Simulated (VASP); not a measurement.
**NaF: single point with PBEsol**

The system is NaF.

```
Na F
1.0
     0.00000    2.41979    2.41979
     2.41979    0.00000    2.41979
     2.41979    2.41979    0.00000
Na F
1 1
Cartesian
  0.0000 0.0000 0.0000
  2.4198 2.4198 2.4198
```

This cell differs from its parent crystal: strained.

```yaml
Program: VASP 6.6.1
Task: single point
Functional: PBEsol
Potentials_or_basis: VASP PAW PBE potentials, release 64 (Na_pv, F)
Cutoff: 520 eV
k_mesh: 8 × 8 × 8
Occupations: gaussian, width 0.02 eV
Spin: no spin polarisation
Dipole_correction: no
Further_INCAR_settings: ALGO = Normal; EDIFF = 1e-06; NBANDS = 14
```

```
Pressure               : -4.9 GPa
Band gap on the k mesh : 5.54 eV
```

Levels at points of the mesh, in eV from the valence-band top:
| k point | band 3 | band 4 | band 5 | band 6 | band 7 | band 8 | band 9 | band 10 | band 11 | band 12 |
| --- | --- | --- | --- | --- | --- | --- | --- | --- | --- | --- |
| (0.00, 0.00, 0.00) | -19.18 | -18.86 | 0.00 | 0.00 | 0.00 | 5.54 | 17.94 | 17.94 | 17.94 | 20.36 |
| (0.50, 0.00, 0.00) | -19.19 | -18.30 | -1.35 | -0.20 | -0.20 | 9.86 | 11.29 | 18.63 | 18.63 | 21.30 |
| (0.50, 0.50, 0.00) | -19.21 | -18.68 | -1.10 | -0.35 | -0.35 | 11.97 | 12.33 | 12.65 | 18.05 | 18.05 |

Run time: 5.4 s on 1 thread of AMD EPYC 9R45 (Zen 5), with other jobs on the host, peak memory 0.12 GiB.

Caveat: the cell differs from its parent crystal (strained); the cell stands under tension; the PAW data sets were made with another functional, which shifts forces and pressure a little.
